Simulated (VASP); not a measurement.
# Sn2C3 (P-3m1) in VASP: notebook

The runs below take Sn2C3 through single point, relaxation of cell and atoms, with PBE.

All numbers are computed with VASP 6.6.1; they aren't measurements. Logs are shortened: lines on timing, memory, paths and dates and some standing lists are left out, and cuts for length are marked.

## Step 1: The cell of the first run

It takes space group P-3m1 (No. 164, trigonal). The conventional cell has a = 4.247 Å, b = 4.247 Å, c = 13.613 Å, α = 90.00°, β = 90.00°, γ = 120.00°. Within 4.0 Å of Sn (site symmetry 3m) lie 3 Sn at 3.07 Å. Sn (site symmetry 3m) has 6 Sn at 3.07 to 3.12 Å within 4.0 Å. Within 1.9 Å of C (site symmetry 2) lie 3 C at 1.41 to 1.42 Å.

## Step 2: Single point, PBE

File INCAR:

```
ALGO = Normal
EDIFF = 1E-6
ENCUT = 520
GGA = PE
ISIF = 2
ISMEAR = 0
LASPH = T
LCHARG = T
LELF = T
LREAL = F
LVHAR = T
LWAVE = F
NBANDS = 51
NELM = 80
PREC = Accurate
SIGMA = 0.2
```

File KPOINTS:

```
k-points
0
Gamma
  4 4 2
```

File POSCAR:

```
Sn2C3
1.0
    4.2473832322      0.0000000000      0.0000000000
   -2.1236916161      3.6783417787      0.0000000000
    0.0000000000      0.0000000000     13.6127178251
Sn C
4 6
Direct
    0.0000000000      0.0000000000      0.7070204432
    0.6666666667      0.3333333333      0.5709714990
    0.0000000000      0.0000000000      0.2929795568
    0.3333333333      0.6666666667      0.4290285010
    0.6671394986      0.0000000000      0.0000000000
    0.6671394986      0.6671394986      0.0000000000
    0.0000000000      0.6671394986      0.0000000000
    0.3328605014      0.3328605014      0.0000000000
    0.0000000000      0.3328605014      0.0000000000
    0.3328605014      0.0000000000      0.0000000000
```

Potentials or basis: VASP PAW PBE potentials, release 64 (Sn_d, C).

The run is started by

```bash
> cat potpaw_PBE.64/Sn_d/POTCAR potpaw_PBE.64/C/POTCAR > POTCAR
> mpirun -np 1 vasp_std > vasp.out
```

OUTCAR:

```text
EDIFF = 1E-6
   ENCUT = 520
   GGA = PE
   ISIF = 2
   ISMEAR = 0
   LASPH = T
   LREAL = F
   NELM = 80
   PREC = Accurate

 ion  position               nearest neighbor table
   1  0.000  0.000  0.707-   2 3.07   2 3.07   2 3.07
   2  0.667  0.333  0.571-   1 3.07   1 3.07   1 3.07   4 3.12   4 3.12   4 3.12
   3  0.000  0.000  0.293-   4 3.07   4 3.07   4 3.07
   4  0.333  0.667  0.429-   3 3.07   3 3.07   3 3.07   2 3.12   2 3.12   2 3.12
   5  0.667  0.000  0.000-   6 1.41   9 1.41  10 1.42
   6  0.667  0.667  0.000-   7 1.41   5 1.41   8 1.42
   7  0.000  0.667  0.000-   6 1.41  10 1.41   9 1.42
   8  0.333  0.333  0.000-   9 1.41  10 1.41   6 1.42
   9  0.000  0.333  0.000-   8 1.41   5 1.41   7 1.42
  10  0.333  0.000  0.000-   7 1.41   8 1.41   5 1.42

  LATTYP: Found a hexagonal cell.
 ALAT       =     4.2473832322
 C/A-ratio  =     3.2049657591

  Lattice vectors:

 A1 = (   4.2473832322,   0.0000000000,   0.0000000000)
 A2 = (  -2.1236916161,   3.6783417787,   0.0000000000)
 A3 = (   0.0000000000,   0.0000000000,  13.6127178251)

Analysis of symmetry for initial positions (statically):
=====================================================================
 Subroutine PRICEL returns:
 Original cell was already a primitive cell.

 Routine SETGRP: Setting up the symmetry group for a
 hexagonal supercell.

 Subroutine GETGRP returns: Found 12 space group operations
 (whereof 12 operations were pure point group operations)
 out of a pool of 24 trial point group operations.

The static configuration has the point symmetry D_3d.

Analysis of symmetry for dynamics (positions and initial velocities):
=====================================================================
 Subroutine PRICEL returns:
 Original cell was already a primitive cell.

 Routine SETGRP: Setting up the symmetry group for a
 hexagonal supercell.

 Subroutine GETGRP returns: Found 12 space group operations
 (whereof 12 operations were pure point group operations)
 out of a pool of 24 trial point group operations.

The dynamic configuration has the point symmetry D_3d.

 Subroutine INISYM returns: Found 12 space group operations
 (whereof 12 operations are pure point group operations),
 and found     1 'primitive' translations

----------------------------------------------------------------------------------------

                                     Primitive cell

  volume of cell :     212.6759

  direct lattice vectors                    reciprocal lattice vectors
     4.247383232  0.000000000  0.000000000     0.235439080  0.135930816  0.000000000
    -2.123691616  3.678341779  0.000000000     0.000000000  0.271861632  0.000000000
     0.000000000  0.000000000 13.612717825     0.000000000  0.000000000  0.073460716

  length of vectors
     4.247383232  4.247383232 13.612717825     0.271861632  0.271861632  0.073460716

  position of ions in fractional coordinates (direct lattice)
     0.000000000  0.000000000  0.707020443
     0.666666667  0.333333333  0.570971499
     0.000000000  0.000000000  0.292979557
     0.333333333  0.666666667  0.429028501
     0.667139499  0.000000000  0.000000000
     0.667139499  0.667139499  0.000000000
     0.000000000  0.667139499  0.000000000
     0.332860501  0.332860501  0.000000000
     0.000000000  0.332860501  0.000000000
     0.332860501  0.000000000  0.000000000

  ion indices of the primitive-cell ions
   primitive index   ion index
                 1           1
                 2           2
                 3           3
                 4           4
                 5           5
                 6           6
                 7           7
                 8           8
                 9           9
                10          10

----------------------------------------------------------------------------------------

 KPOINTS: k-points

Automatic generation of k-mesh.
 Grid dimensions read from file:
 generate k-points for:    4    4    2

 Generating k-lattice:

  Cartesian coordinates                     Fractional coordinates (reciprocal lattice)
     0.058859770  0.033982704  0.000000000     0.250000000  0.000000000  0.000000000
     0.000000000  0.067965408  0.000000000     0.000000000  0.250000000  0.000000000
     0.000000000  0.000000000  0.036730358     0.000000000  0.000000000  0.500000000

  Length of vectors
     0.067965408  0.067965408  0.036730358

  Shift w.r.t. Gamma in fractional coordinates (k-lattice)
     0.000000000  0.000000000  0.000000000

 Subroutine IBZKPT returns following result:
 ===========================================

 Found      8 irreducible k-points:

 Following reciprocal coordinates:
            Coordinates               Weight
  0.000000  0.000000  0.000000      1.000000
  0.250000  0.000000  0.000000      6.000000
  0.500000  0.000000  0.000000      3.000000
  0.250000  0.250000  0.000000      6.000000
  0.000000  0.000000  0.500000      1.000000
  0.250000  0.000000  0.500000      6.000000
  0.500000  0.000000  0.500000      3.000000
  0.250000  0.250000  0.500000      6.000000
   k-points           NKPTS =      8   k-points in BZ     NKDIM =      8   number of bands    NBANDS=     51
   number of dos      NEDOS =    301   number of ions     NIONS =     10
   total plane-waves  NPLWV = 110592
   dimension x,y,z NGX =    32 NGY =   32 NGZ =  108
   dimension x,y,z NGXF=    64 NGYF=   64 NGZF=  216
   ions per type =               4   6
   NGX,Y,Z   is equivalent  to a cutoff of  12.53, 12.53, 13.19 a.u.
   NGXF,Y,Z  is equivalent  to a cutoff of  25.05, 25.05, 26.38 a.u.
 SYSTEM =  unknown system
   PREC   = accura    normal or accurate (medium, high low for compatibility)
   ISTART =      0    job   : 0-new  1-cont  2-samecut
   ICHARG =      2    charge: 1-file 2-atom 10-const
   ISPIN  =      1    spin polarized calculation?
   LNONCOLLINEAR =      F non collinear calculations
   LSORBIT =      F    spin-orbit coupling
   LASPH  =      T    aspherical Exc in radial PAW
   ENCUT  =  520.0 eV  38.22 Ry    6.18 a.u.   7.90  7.90 25.31*2*pi/ulx,y,z
   NELM   =     80;   NELMIN=  2; NELMDL= -5     # of ELM steps
   EDIFF  = 0.1E-05   stopping-criterion for ELM
   LREAL  =      F    real-space projection
   EDIFFG = 0.1E-04   stopping-criterion for IOM
   NSW    =      0    number of steps for IOM
   IBRION =     -1    ionic relax: 0-MD 1-quasi-New 2-CG
   NFREE  =      0    steps in history (QN), initial steepest desc. (CG)
   ISIF   =      2    stress and relaxation
   ISYM   =      2    0-nonsym 1-usesym 2-fastsym
   POTIM  = 0.5000    time-step for ionic-motion
   TEBEG  =    0.0;   TEEND  =   0.0 temperature during run
   PSTRESS=    0.0 pullay stress
   NELECT =      80.0000    total number of electrons
   NUPDOWN=      -1.0000    fix difference up-down
   EMIN   =  10.00;   EMAX   =-10.00  energy-range for DOS
   EFERMI =   0.00;   METHOD = LEGACY
   ISMEAR =     0;   SIGMA  =   0.20  broadening in eV -4-tet -1-fermi 0-gaus
   EFERMI_NEDOS =   21; number of points for ismear=-14 and -15
   IALGO  =     38    algorithm
   IMIX   =      4    mixing-type and parameters
     AMIX     =   0.40;   BMIX     =  1.00
     AMIX_MAG =   1.60;   BMIX_MAG =  1.00
  volume/ion in A,a.u.               =      21.27       143.52
  Fermi-wavevector in a.u.,A,eV,Ry     =   1.181767  2.233217 19.001548  1.396574
  Thomas-Fermi vector in A             =   2.318035
   LORBIT       =      0    0 simple, 1 ext, 2 COOP (PROOUT), +10 PAW based schemes
   GGA     = PE    functional components
   LHFCALC =     F    Hartree Fock is set to
   AEXX    =    0.0000 exact exchange contribution
   IVDW    =     0    specifies the selected vdW correction
   LEPSILON=     F    determine dielectric tensor
   LRPA    =     F    only Hartree local field effects (RPA)
 non-spin polarized calculation
 Gauss-broadening in eV      SIGMA  =   0.20
  energy-cutoff  :      520.00
  volume of cell :      212.68
 maximum number of plane-waves:      5746
 NGX is ok and might be reduce to    32
   NGX = 15   NGY = 15   NGZ = 51

 number of electron      79.9999994 magnetization

 Free energy of the ion-electron system (eV)
  ---------------------------------------------------
  ext. energy  EPLUGINS =         0.00000000
  ---------------------------------------------------
  free energy    TOTEN  =       -69.03995449 eV

  energy without entropy =      -68.96131589  energy(sigma->0) =      -69.00063519

 E-fermi :   4.1924     XC(G=0):  -8.7745

 val. band max:        4.1677657780   @ k =   0.2500   0.0000   0.0000
 cond. band min:       4.2153733067   @ k =   0.2500   0.0000   0.5000
 fundamental gap:      0.0476075287
 Fermi energy:         4.1923562691

 k-point     1 :       0.0000    0.0000    0.0000
  band No.  band energies     occupation
      1     -17.2805      2.00000
      2     -17.2805      2.00000
      3     -17.2287      2.00000
      4     -17.2287      2.00000
      5     -17.1763      2.00000
      6     -17.1763      2.00000
[... 43 lines left out ...]
     50       8.6084      0.00000
     51       9.4993      0.00000

 k-point     2 :       0.2500    0.0000    0.0000
  band No.  band energies     occupation
      1     -17.2736      2.00000
      2     -17.2421      2.00000
      3     -17.2210      2.00000
      4     -17.2166      2.00000
      5     -17.1835      2.00000
      6     -17.1701      2.00000
[... 43 lines left out ...]
     50       9.4967      0.00000
     51       9.8175      0.00000

 k-point     3 :       0.5000    0.0000    0.0000
  band No.  band energies     occupation
      1     -17.2665      2.00000
      2     -17.2146      2.00000
      3     -17.2088      2.00000
      4     -17.2009      2.00000
      5     -17.1680      2.00000
      6     -17.1580      2.00000
[... 43 lines left out ...]
     50       9.8724      0.00000
     51      10.6600      0.00000

 k-point     4 :       0.2500    0.2500    0.0000
  band No.  band energies     occupation
      1     -17.2439      2.00000
      2     -17.2376      2.00000
      3     -17.2006      2.00000
      4     -17.1983      2.00000
      5     -17.1709      2.00000
      6     -17.1655      2.00000
[... 43 lines left out ...]
     50      10.0984      0.00000
     51      10.2299      0.00000

 k-point     5 :       0.0000    0.0000    0.5000
  band No.  band energies     occupation
      1     -17.2805      2.00000
      2     -17.2805      2.00000
      3     -17.2287      2.00000
      4     -17.2287      2.00000
      5     -17.1763      2.00000
      6     -17.1763      2.00000
[... 43 lines left out ...]
     50       8.6182      0.00000
     51       9.2232      0.00000

 k-point     6 :       0.2500    0.0000    0.5000
  band No.  band energies     occupation
      1     -17.2736      2.00000
      2     -17.2421      2.00000
      3     -17.2210      2.00000
      4     -17.2166      2.00000
      5     -17.1835      2.00000
      6     -17.1701      2.00000
[... 43 lines left out ...]
     50       9.4394      0.00000
     51       9.4794      0.00000

 k-point     7 :       0.5000    0.0000    0.5000
  band No.  band energies     occupation
      1     -17.2665      2.00000
      2     -17.2146      2.00000
      3     -17.2088      2.00000
      4     -17.2009      2.00000
      5     -17.1680      2.00000
      6     -17.1580      2.00000
[... 43 lines left out ...]
     50       9.8264      0.00000
     51      10.6791      0.00000

 k-point     8 :       0.2500    0.2500    0.5000
  band No.  band energies     occupation
      1     -17.2439      2.00000
      2     -17.2376      2.00000
      3     -17.2006      2.00000
      4     -17.1983      2.00000
      5     -17.1709      2.00000
      6     -17.1655      2.00000
[... 43 lines left out ...]
     50       9.8176      0.00000
     51      10.3653      0.00000

------------------------ aborting loop because EDIFF is reached ----------------------------------------

  FORCE on cell =-STRESS in cart. coord.  units (eV):
  Direction    XX          YY          ZZ          XY          YZ          ZX
  --------------------------------------------------------------------------------------
  -------------------------------------------------------------------------------------
  Total        0.3222041      0.3222041      0.3396524     -0.0000000      0.0000000     -0.0000000
  in kB        2.4272987      2.4272987      2.5587446     -0.0000000      0.0000000     -0.0000000
  external PRESSURE =       2.4711140 kB  Pullay stress =       0.0000000 kB

 VOLUME and BASIS-vectors are now :
 -----------------------------------------------------------------------------
  energy-cutoff  :      520.00
  volume of cell :      212.68
      direct lattice vectors                 reciprocal lattice vectors
     4.247383232  0.000000000  0.000000000     0.235439080  0.135930816  0.000000000
    -2.123691616  3.678341779  0.000000000     0.000000000  0.271861632  0.000000000
     0.000000000  0.000000000 13.612717825     0.000000000  0.000000000  0.073460716

 POSITION                                       TOTAL-FORCE (eV/Angst)
 -----------------------------------------------------------------------------------
      0.00000      0.00000      9.62447         0.000000      0.000000      0.004880
      2.12369      1.22611      7.77247         0.000000      0.000000     -0.025884
      0.00000      0.00000      3.98825         0.000000      0.000000     -0.004880
     -0.00000      2.45223      5.84024         0.000000      0.000000      0.025884
      2.83360      0.00000      0.00000        -0.071628      0.000000      0.000000
      1.41680      2.45397      0.00000        -0.035814     -0.062032     -0.000000
     -1.41680      2.45397      0.00000         0.035814     -0.062032     -0.000000
      0.70689      1.22437      0.00000         0.035814      0.062032      0.000000
     -0.70689      1.22437      0.00000        -0.035814      0.062032     -0.000000
      1.41379      0.00000      0.00000         0.071628      0.000000     -0.000000
 -----------------------------------------------------------------------------------
    total drift:                                0.000000      0.000000     -0.000000

  FREE ENERGIE OF THE ION-ELECTRON SYSTEM (eV)
  ---------------------------------------------------
  free  energy   TOTEN  =       -69.0399544853 eV

  energy  without entropy=      -68.9613158945  energy(sigma->0) =      -69.00063519
```

Wall time 72 s (1 thread of Intel Xeon Platinum 8488C (Sapphire Rapids), shared host); peak memory 0.34 GiB.

What came out:

- Free energy: -69.0400 eV
- Pressure: 0.2 GPa
- Largest force: 0.072 eV/Å
- Band gap on the k mesh: zero (bands 40 and 41 overlap by 1.34 eV)

Forces in eV/Å, atoms in the order of the input:
```
Sn   0.000  0.000  0.005
Sn   0.000  0.000 -0.026
Sn   0.000  0.000 -0.005
Sn   0.000  0.000  0.026
C   -0.072  0.000  0.000
C   -0.036 -0.062  0.000
C    0.036 -0.062  0.000
C    0.036  0.062  0.000
C   -0.036  0.062  0.000
C    0.072  0.000  0.000
```

Levels at points of the mesh, in eV from the Fermi level:
```csv
k point,band 37,band 38,band 39,band 40,band 41,band 42,band 43,band 44
"(0.00, 0.00, 0.00)",-0.04,0.03,0.03,0.89,0.89,1.53,1.53,1.87
"(0.50, 0.00, 0.00)",-2.40,-1.78,-1.07,-0.65,0.33,0.40,1.67,2.00
"(0.00, 0.00, 0.50)",-0.04,0.03,0.03,0.89,0.89,1.54,1.54,1.60
"(0.50, 0.00, 0.50)",-2.40,-1.76,-1.07,-0.71,0.36,0.39,1.63,2.03
```

Caveat: the k points lie up to 0.43 Å⁻¹ apart, too coarse for converged energies and pressures of a metal; spin-orbit coupling is left out, which moves the levels of the heavy elements.

[end of part 1 of 3]

The gap in the log of VASP goes by the Fermi energy; the results here count the filled bands.